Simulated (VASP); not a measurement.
# LaMnIn (P-6m2) in VASP: notebook

Runs on LaMnIn. Level: PBE. Tasks: relaxation of the atoms, single point.

All numbers are computed with VASP 6.6.1; they aren't measurements. Logs are shortened: lines on timing, memory, paths and dates and some standing lists are left out, and cuts for length are marked.

## (1) The cell of the first run

The structure is hexagonal, space group P-6m2 (No. 187). Conventional cell: a = 4.410 Å, b = 4.410 Å, c = 4.097 Å, α = 90.00°, β = 90.00°, γ = 120.00°. La (site symmetry -6m2) has 6 In at 3.27 Å and 6 Mn at 3.27 Å and 8 La at 4.10 to 4.41 Å within 4.5 Å. Within 3.4 Å of In (site symmetry -6m2) lie 3 Mn at 2.55 Å and 6 La at 3.27 Å. Mn (site symmetry -6m2) has 3 In at 2.55 Å and 6 La at 3.27 Å within 3.4 Å.

## (2) Relaxation of the atoms, PBE, collinear spin, ferromagnetic start

Input file INCAR:

```
PREC = Accurate
ENCUT = 520
EDIFF = 1E-6
ISMEAR = -1
SIGMA = 0.05
LREAL = F
LASPH = T
NELM = 150
ALGO = Normal
ISIF = 2
LWAVE = F
LCHARG = F
ISPIN = 2
MAGMOM = 0 0 4
LORBIT = 11
LMAXMIX = 6
GGA = PE
IBRION = 2
NSW = 60
EDIFFG = -0.01
KPAR = 4
```

Input file KPOINTS:

```
regular mesh
0
Gamma
  6 6 6
```

Input file POSCAR:

```
LaMnIn
1.0
    4.4096071248      0.0000000000      0.0000000000
   -2.2048035624      3.8188317908      0.0000000000
    0.0000000000      0.0000000000      4.0965590000
La In Mn
1 1 1
Direct
    0.0000000000      0.0000000000      0.0000000000
    0.3333333333      0.6666666667      0.5000000000
    0.6666666667      0.3333333333      0.5000000000
```

Potentials or basis: VASP PAW PBE potentials, release 64 (La, In_d, Mn_pv).

The run is started by

```bash
$ cat potpaw_PBE.64/La/POTCAR potpaw_PBE.64/In_d/POTCAR potpaw_PBE.64/Mn_pv/POTCAR > POTCAR
$ mpirun -np 4 vasp_std > vasp.out
```

OUTCAR:

```text
PREC = Accurate
   ENCUT = 520
   EDIFF = 1E-6
   ISMEAR = -1
   LREAL = F
   LASPH = T
   NELM = 150
   ISIF = 2
   ISPIN = 2
   LORBIT = 11
   GGA = PE
   IBRION = 2
   NSW = 60
   EDIFFG = -0.01

 ion  position               nearest neighbor table
   1  0.000  0.000  0.000-   2 3.27   3 3.27   2 3.27   3 3.27   3 3.27   3 3.27   2 3.27   2 3.27
                             3 3.27   3 3.27   2 3.27   2 3.27
   2  0.333  0.667  0.500-   3 2.55   3 2.55   3 2.55   1 3.27   1 3.27   1 3.27   1 3.27   1 3.27
                             1 3.27
   3  0.667  0.333  0.500-   2 2.55   2 2.55   2 2.55   1 3.27   1 3.27   1 3.27   1 3.27   1 3.27
                             1 3.27

  LATTYP: Found a hexagonal cell.
 ALAT       =     4.4096071248
 C/A-ratio  =     0.9290077061

  Lattice vectors:

 A1 = (   4.4096071248,   0.0000000000,   0.0000000000)
 A2 = (  -2.2048035624,   3.8188317908,   0.0000000000)
 A3 = (   0.0000000000,   0.0000000000,   4.0965590000)

Analysis of symmetry for initial positions (statically):
=====================================================================
 Subroutine PRICEL returns:
 Original cell was already a primitive cell.

 Routine SETGRP: Setting up the symmetry group for a
 hexagonal supercell.

 Subroutine GETGRP returns: Found 12 space group operations
 (whereof 12 operations were pure point group operations)
 out of a pool of 24 trial point group operations.

The static configuration has the point symmetry D_3h.

Analysis of symmetry for dynamics (positions and initial velocities):
=====================================================================
 Subroutine PRICEL returns:
 Original cell was already a primitive cell.

 Routine SETGRP: Setting up the symmetry group for a
 hexagonal supercell.

 Subroutine GETGRP returns: Found 12 space group operations
 (whereof 12 operations were pure point group operations)
 out of a pool of 24 trial point group operations.

The dynamic configuration has the point symmetry D_3h.

Analysis of structural, dynamic, and magnetic symmetry:
=====================================================================
 Subroutine PRICEL returns:
 Original cell was already a primitive cell.

 Routine SETGRP: Setting up the symmetry group for a
 hexagonal supercell.

 Subroutine GETGRP returns: Found 12 space group operations
 (whereof 12 operations were pure point group operations)
 out of a pool of 24 trial point group operations.

The overall configuration has the point symmetry D_3h.

 Subroutine INISYM returns: Found 12 space group operations
 (whereof 12 operations are pure point group operations),
 and found     1 'primitive' translations

----------------------------------------------------------------------------------------

                                     Primitive cell

  volume of cell :      68.9842

  direct lattice vectors                    reciprocal lattice vectors
     4.409607125  0.000000000  0.000000000     0.226777573  0.130930093  0.000000000
    -2.204803562  3.818831791  0.000000000     0.000000000  0.261860185  0.000000000
     0.000000000  0.000000000  4.096559000     0.000000000  0.000000000  0.244107311

  length of vectors
     4.409607125  4.409607125  4.096559000     0.261860185  0.261860185  0.244107311

  position of ions in fractional coordinates (direct lattice)
     0.000000000  0.000000000  0.000000000
     0.333333333  0.666666667  0.500000000
     0.666666667  0.333333333  0.500000000

  ion indices of the primitive-cell ions
   primitive index   ion index
                 1           1
                 2           2
                 3           3

----------------------------------------------------------------------------------------

 KPOINTS: regular mesh

Automatic generation of k-mesh.
 Grid dimensions read from file:
 generate k-points for:    6    6    6

 Generating k-lattice:

  Cartesian coordinates                     Fractional coordinates (reciprocal lattice)
     0.037796262  0.021821682  0.000000000     0.166666667 -0.000000000  0.000000000
     0.000000000  0.043643364  0.000000000     0.000000000  0.166666667  0.000000000
     0.000000000  0.000000000  0.040684552     0.000000000  0.000000000  0.166666667

  Length of vectors
     0.043643364  0.043643364  0.040684552

  Shift w.r.t. Gamma in fractional coordinates (k-lattice)
     0.000000000  0.000000000  0.000000000

 Subroutine IBZKPT returns following result:
 ===========================================

 Found     28 irreducible k-points:

 Following reciprocal coordinates:
            Coordinates               Weight
  0.000000  0.000000  0.000000      1.000000
  0.166667  0.000000  0.000000      6.000000
  0.333333  0.000000  0.000000      6.000000
  0.500000 -0.000000  0.000000      3.000000
  0.166667  0.166667  0.000000      6.000000
  0.333333  0.166667  0.000000     12.000000
[... 16 lines left out ...]
  0.166667  0.000000  0.500000      6.000000
  0.333333  0.000000  0.500000      6.000000
 [... further k-points ...]
   k-points           NKPTS =     28   k-points in BZ     NKDIM =     28   number of bands    NBANDS=     24
   number of dos      NEDOS =    301   number of ions     NIONS =      3
   total plane-waves  NPLWV =  38880
   dimension x,y,z NGX =    36 NGY =   36 NGZ =   30
   dimension x,y,z NGXF=    72 NGYF=   72 NGZF=   60
   ions per type =               1   1   1
   NGX,Y,Z   is equivalent  to a cutoff of  13.57, 13.57, 12.17 a.u.
   NGXF,Y,Z  is equivalent  to a cutoff of  27.14, 27.14, 24.35 a.u.
 SYSTEM =  unknown system
   PREC   = accura    normal or accurate (medium, high low for compatibility)
   ISTART =      0    job   : 0-new  1-cont  2-samecut
   ICHARG =      2    charge: 1-file 2-atom 10-const
   ISPIN  =      2    spin polarized calculation?
   LNONCOLLINEAR =      F non collinear calculations
   LSORBIT =      F    spin-orbit coupling
   LASPH  =      T    aspherical Exc in radial PAW
   ENCUT  =  520.0 eV  38.22 Ry    6.18 a.u.   8.20  8.20  7.62*2*pi/ulx,y,z
   NELM   =    150;   NELMIN=  2; NELMDL= -5     # of ELM steps
   EDIFF  = 0.1E-05   stopping-criterion for ELM
   LREAL  =      F    real-space projection
   EDIFFG = -.1E-01   stopping-criterion for IOM
   NSW    =     60    number of steps for IOM
   IBRION =      2    ionic relax: 0-MD 1-quasi-New 2-CG
   NFREE  =      1    steps in history (QN), initial steepest desc. (CG)
   ISIF   =      2    stress and relaxation
   ISYM   =      2    0-nonsym 1-usesym 2-fastsym
   POTIM  = 0.5000    time-step for ionic-motion
   TEBEG  =    0.0;   TEEND  =   0.0 temperature during run
   PSTRESS=    0.0 pullay stress
   NELECT =      37.0000    total number of electrons
   NUPDOWN=      -1.0000    fix difference up-down
   EMIN   =  10.00;   EMAX   =-10.00  energy-range for DOS
   EFERMI =   0.00;   METHOD = LEGACY
   ISMEAR =    -1;   SIGMA  =   0.05  broadening in eV -4-tet -1-fermi 0-gaus
   EFERMI_NEDOS =   21; number of points for ismear=-14 and -15
   IALGO  =     38    algorithm
   IMIX   =      4    mixing-type and parameters
     AMIX     =   0.40;   BMIX     =  1.00
     AMIX_MAG =   1.60;   BMIX_MAG =  1.00
  volume/ion in A,a.u.               =      22.99       155.18
  Fermi-wavevector in a.u.,A,eV,Ry     =   1.330124  2.513570 24.071840  1.769230
  Thomas-Fermi vector in A             =   2.459235
   LORBIT       =     11    0 simple, 1 ext, 2 COOP (PROOUT), +10 PAW based schemes
   GGA     = PE    functional components
   LHFCALC =     F    Hartree Fock is set to
   AEXX    =    0.0000 exact exchange contribution
   IVDW    =     0    specifies the selected vdW correction
   LEPSILON=     F    determine dielectric tensor
   LRPA    =     F    only Hartree local field effects (RPA)
 conjugate gradient relaxation of ions
 spin polarized calculation
  energy-cutoff  :      520.00
  volume of cell :       68.98
 maximum number of plane-waves:      1878
 NGX is ok and might be reduce to    36
   NGX = 17   NGY = 17   NGZ = 15

 number of electron      37.0000000 magnetization       3.0256639

 Free energy of the ion-electron system (eV)
  ---------------------------------------------------
  ext. energy  EPLUGINS =         0.00000000
  ---------------------------------------------------
  free energy    TOTEN  =       -16.20065061 eV

  energy without entropy =      -16.18392129  energy(sigma->0) =      -16.19228595

 E-fermi :   8.7962     XC(G=0): -10.8135

 val. band max:        8.7760779210   @ k =   0.1667   0.0000   0.3333
 cond. band min:       8.8211647691   @ k =   0.1667   0.0000   0.3333
 fundamental gap:      0.0450868481
 Fermi energy:         8.7962077800

 spin component 1

 k-point     1 :       0.0000    0.0000    0.0000
  band No.  band energies     occupation
      1     -40.9599      1.00000
      2     -40.9599      1.00000
      3     -40.8950      1.00000
      4     -23.5286      1.00000
      5      -7.2511      1.00000
      6      -7.2511      1.00000
[... 637 lines left out ...]
     23      11.0991      0.00000
     24      11.1475      0.00000

 [... further k-points ...]

 spin component 2

 k-point     1 :       0.0000    0.0000    0.0000
  band No.  band energies     occupation
      1     -37.4574      1.00000
      2     -37.4574      1.00000
      3     -37.3823      1.00000
      4     -23.6110      1.00000
      5      -7.3644      1.00000
      6      -7.3644      1.00000
[... 637 lines left out ...]
     23      11.0916      0.00000
     24      11.1653      0.00000

 [... further k-points ...]

------------------------ aborting loop because EDIFF is reached ----------------------------------------

  FORCE on cell =-STRESS in cart. coord.  units (eV):
  Direction    XX          YY          ZZ          XY          YZ          ZX
  --------------------------------------------------------------------------------------
  -------------------------------------------------------------------------------------
  Total        6.6779016      6.6779016      3.1228891      0.0000000      0.0000000      0.0000000
  in kB      155.0961285    155.0961285     72.5299708      0.0000000      0.0000000      0.0000000
  external PRESSURE =     127.5740759 kB  Pullay stress =       0.0000000 kB

 VOLUME and BASIS-vectors are now :
 -----------------------------------------------------------------------------
  energy-cutoff  :      520.00
  volume of cell :       68.98
      direct lattice vectors                 reciprocal lattice vectors
     4.409607125  0.000000000  0.000000000     0.226777573  0.130930093  0.000000000
    -2.204803562  3.818831791  0.000000000     0.000000000  0.261860185  0.000000000
     0.000000000  0.000000000  4.096559000     0.000000000  0.000000000  0.244107311

 POSITION                                       TOTAL-FORCE (eV/Angst)
 -----------------------------------------------------------------------------------
      0.00000      0.00000      0.00000        -0.000000      0.000000      0.000000
     -0.00000      2.54589      2.04828        -0.000000     -0.000000      0.000000
      2.20480      1.27294      2.04828         0.000000      0.000000      0.000000
 -----------------------------------------------------------------------------------
    total drift:                               -0.000001      0.000001     -0.000000

  FREE ENERGIE OF THE ION-ELECTRON SYSTEM (eV)
  ---------------------------------------------------
  free  energy   TOTEN  =       -16.2006506142 eV

  energy  without entropy=      -16.1839212937  energy(sigma->0) =      -16.19228595

 reached required accuracy - stopping structural energy minimisation

 total charge

# of ion       s       p       d       f       tot
--------------------------------------------------
    1        2.035   5.632   0.812   0.111   8.590
    2        0.961   0.984   9.830   0.000  11.775
    3        0.379   6.217   5.030   0.000  11.626
--------------------------------------------------
tot          3.375  12.833  15.671   0.111  31.991

 magnetization (x)

# of ion       s       p       d       f       tot
--------------------------------------------------
    1       -0.003  -0.005  -0.148  -0.001  -0.158
    2       -0.010  -0.102   0.022   0.000  -0.090
    3        0.046   0.024   3.308   0.000   3.378
--------------------------------------------------
tot          0.033  -0.083   3.181  -0.001   3.130
```

It took 41 s on 4 MPI ranks of Intel Xeon Platinum 8259CL at 2.50GHz (Skylake/Cascade Lake), shared host; peak memory 0.28 GiB.

Results:

```yaml
Free_energy: -16.2007 eV
Pressure_after_relaxing: 12.8 GPa
Band_gap_on_the_k_mesh: zero (filled and empty bands overlap)
Net_moment: 3.03 μB per cell
Site_moments: La -0.16; In -0.09; Mn +3.38 μB
Valence_electrons_inside_the_program's_atomic_spheres: La 8.59; In 11.78; Mn 11.63
```

Stress tensor (GPa, compression positive):
```
15.51  0.00  0.00
 0.00 15.51  0.00
 0.00  0.00  7.25
```

Final structure:
```
CELL_PARAMETERS angstrom
4.40961 0.00000 0.00000
-2.20480 3.81883 0.00000
0.00000 0.00000 4.09656
ATOMIC_POSITIONS crystal
La 0.00000 0.00000 0.00000
In 0.33333 0.66667 0.50000
Mn 0.66667 0.33333 0.50000
```

Caveat: spin-orbit coupling is left out, which moves the levels of the heavy elements.

## (3) Single point, PBE, collinear spin, ferromagnetic start

Input file INCAR:

```
SYSTEM = LaMnIn
ALGO = Fast
EDIFF = 1E-6
ENCUT = 520
GGA = PE
ISIF = 2
ISMEAR = -1
ISPIN = 2
LASPH = .True.
LCHARG = .False.
LMAXMIX = 6
LORBIT = 11
LREAL = .False.
LWAVE = .False.
MAGMOM = 0 0 4
NBANDS = 30
NELM = 150
PREC = Accurate
SIGMA = 0.05
```

Input file KPOINTS:

```
k-points
0
Gamma
  6 6 6
  0 0 0
```

POSCAR is that of step 2.

Potentials or basis: VASP PAW PBE potentials, release 64 (La, In_d, Mn_pv).

The run is started by

```bash
$ cat potpaw_PBE.64/La/POTCAR potpaw_PBE.64/In_d/POTCAR potpaw_PBE.64/Mn_pv/POTCAR > POTCAR
$ mpirun -np 1 vasp_std > vasp.out
```

Wall time 3.1 min (1 thread of Intel Xeon 6975P-C (Granite Rapids), shared host); peak memory 0.31 GiB.

It converged, with:

```yaml
Free_energy: -16.1911 eV
Pressure: 12.9 GPa
Net_moment: 3.04 μB per cell
Site_moments: La -0.15; In -0.09; Mn +3.38 μB
Valence_electrons_inside_the_program's_atomic_spheres: La 8.59; In 11.78; Mn 11.63
```

Stress tensor (GPa, compression positive):
```
15.71  0.00  0.00
 0.00 15.71  0.00
 0.00  0.00  7.27
```

Levels at points of the mesh, in eV from the Fermi level:
Spin up:
| k point | band 17 | band 18 | band 19 | band 20 | band 21 | band 22 | band 23 | band 24 |
| --- | --- | --- | --- | --- | --- | --- | --- | --- |
| (0.00, 0.00, 0.00) | -2.45 | -2.45 | 0.12 | 0.12 | 0.55 | 1.39 | 1.97 | 2.36 |
| (0.50, 0.00, 0.00) | -2.48 | -2.48 | -2.16 | 0.46 | 0.68 | 0.70 | 2.15 | 2.28 |
| (0.00, 0.00, 0.50) | -2.59 | -2.59 | -1.80 | 1.57 | 1.57 | 1.91 | 2.03 | 2.03 |
| (0.50, 0.00, 0.50) | -2.38 | -2.08 | -1.67 | -1.26 | -0.70 | 0.60 | 2.30 | 2.35 |
Spin down:
```
           k point  band 14  band 15  band 16  band 17  band 18  band 19  band 20  band 21
(0.00, 0.00, 0.00)    -1.56    -1.40    -1.40     0.34     0.34     0.85     0.85     1.01
(0.50, 0.00, 0.00)    -3.56    -1.39    -0.68    -0.16     0.19     0.35     1.00     1.68
(0.00, 0.00, 0.50)    -3.32    -1.55    -1.55    -0.34    -0.34     0.91     1.75     1.75
(0.50, 0.00, 0.50)    -2.07    -1.95    -1.20     0.22     0.36     0.38     0.45     1.00
```

Caveat: the stress differs along the axes, from 7 to 16 GPa; spin-orbit coupling is left out, which moves the levels of the heavy elements.

## (4) Single point, PBE, collinear spin, ferromagnetic start

This run uses another cell than the first one, of 23.96 Å³/atom.

Input file INCAR:

```
SYSTEM = LaMnIn
ALGO     = Fast           ! electronic algorithm
EDIFF    = 1E-6           ! SCF threshold, eV
ENCUT    = 520            ! plane-wave cutoff, eV
GGA      = PE             ! functional
ISIF     = 2              ! what is computed and relaxed
ISMEAR   = -1             ! smearing method
ISPIN    = 2              ! spin polarisation
LASPH    = .True.         ! aspherical terms in the spheres
LCHARG   = .False.        ! write CHGCAR
LMAXMIX  = 6              ! l up to which the mixer works
LORBIT   = 11             ! projections on sites
LREAL    = .False.        ! projectors in reciprocal space
LWAVE    = .False.        ! write WAVECAR
MAGMOM   = 0 0 4          ! initial moments
NBANDS   = 30             ! bands
NELM     = 150            ! most SCF steps
PREC     = Accurate       ! precision mode
SIGMA    = 0.05           ! smearing width, eV
```

KPOINTS is that of step 3.

Input file POSCAR:

```
LaMnIn
1.0
    4.5014739399      0.0000000000      0.0000000000
   -2.2507369699      3.8983907865      0.0000000000
    0.0000000000      0.0000000000      4.0965590000
La In Mn
1 1 1
Direct
    0.0000000000      0.0000000000      0.0000000000
    0.3333333333      0.6666666667      0.5000000000
    0.6666666667      0.3333333333      0.5000000000
```

The run is started by

```bash
$ cat potpaw_PBE.64/La/POTCAR potpaw_PBE.64/In_d/POTCAR potpaw_PBE.64/Mn_pv/POTCAR > POTCAR
$ mpirun -np 1 vasp_std > vasp.out
```

It took 3.5 min on 1 thread of Intel Xeon 6975P-C (Granite Rapids), shared host; peak memory 0.31 GiB.

It converged, with:

* Free energy: -16.4339 eV
* Pressure: 8.5 GPa
* Net moment: 3.07 μB per cell
* Site moments: La -0.17; In -0.10; Mn +3.47 μB
* Valence electrons inside the program's atomic spheres: La 8.55; In 11.71; Mn 11.57

Stress tensor (GPa, compression positive):
```
10.41  0.00  0.00
 0.00 10.41  0.00
 0.00  0.00  4.75
```

Levels at points of the mesh, in eV from the Fermi level:
Spin up:
```csv
k point,band 18,band 19,band 20,band 21,band 22,band 23
"(0.00, 0.00, 0.00)",-2.44,0.07,0.07,0.57,1.45,1.86
"(0.50, 0.00, 0.00)",-2.47,-2.21,0.40,0.64,0.83,2.10
"(0.00, 0.00, 0.50)",-2.59,-1.82,1.49,1.49,1.86,1.88
"(0.50, 0.00, 0.50)",-2.09,-1.67,-1.21,-0.65,0.52,2.21
```
Spin down:
| k point | band 14 | band 15 | band 16 | band 17 | band 18 | band 19 | band 20 | band 21 |
| --- | --- | --- | --- | --- | --- | --- | --- | --- |
| (0.00, 0.00, 0.00) | -1.42 | -1.33 | -1.33 | 0.45 | 0.45 | 0.86 | 0.86 | 0.96 |
| (0.50, 0.00, 0.00) | -3.49 | -1.31 | -0.47 | -0.15 | 0.30 | 0.39 | 0.98 | 1.72 |
| (0.00, 0.00, 0.50) | -3.22 | -1.43 | -1.43 | -0.27 | -0.27 | 1.00 | 1.67 | 1.67 |
| (0.50, 0.00, 0.50) | -1.98 | -1.92 | -1.18 | 0.18 | 0.44 | 0.45 | 0.50 | 1.07 |

Caveat: the stress differs along the axes, from 5 to 10 GPa; spin-orbit coupling is left out, which moves the levels of the heavy elements.

## (5) Overview

```tsv
task	cell	gap on the mesh (eV)	pressure (GPa)	moment (μB)
relaxation of the atoms	atoms relaxed from a = 4.410, b = 4.410, c = 4.097 Å, angles 90.0, 90.0, 120.0°, 3 atoms	none	12.8	3.03
single point	a = 4.410, b = 4.410, c = 4.097 Å, angles 90.0, 90.0, 120.0°, 3 atoms	none	12.9	3.04
single point	a = 4.501, b = 4.501, c = 4.097 Å, angles 90.0, 90.0, 120.0°, 3 atoms	none	8.5	3.07
```

Alike in all rows: level PBE; potentials or basis VASP PAW PBE potentials, release 64 (La, In_d, Mn_pv); spin collinear, ferromagnetic start; k mesh 6 × 6 × 6; cutoff (eV) 520; smearing fermi-dirac 0.05 eV.

Caveats: spin-orbit coupling is left out, which moves the levels of the heavy elements; the stress differs along the axes, from 7 to 16 GPa (at least some runs); the stress differs along the axes, from 5 to 10 GPa (at least some runs).

Absolute energies hang on the potentials; compare differences alone.

The gap in the log of VASP goes by the Fermi energy; the results here count the filled bands.